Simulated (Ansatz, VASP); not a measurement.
**Be: VASP beside Ansatz**

```
Be
1.0
     2.26478    0.00000    0.00000
    -1.13239    1.96136    0.00000
     0.00000    0.00000    3.57410
Be
2
Direct
  0.33333 0.66667 0.75000
  0.66667 0.33333 0.25000
```

Alike in both runs: task single point; functional PBE; k mesh 9 × 9 × 4; occupations gaussian, width 0.1 eV; no spin polarisation.

|  | VASP | Ansatz |
| --- | --- | --- |
| version | VASP 6.6.1 | Ansatz 0.2.0 |
| potentials or method | VASP PAW PBE potentials, release 64 (Be), cutoff 600 eV | scalar-relativistic, plane waves, PAW |
| valence electrons in the cell | 4 | 4 |

|  | VASP | Ansatz | Ansatz less VASP |
| --- | --- | --- | --- |
| gap on the k mesh at the Fermi level (eV) | none | none | - |
| pressure (GPa) | -0.4 | -0.5 | -0.16 |
| traceless stress, the component that is largest in VASP (GPa) | -2.57 | -2.60 | -0.030 |

A gap of «none» marks a metal or a gap that the smearing closes. With one functional, cell and mesh, what is left measures potentials, basis and numerics.

The k mesh is coarse, so the values compare programs but aren't converged.
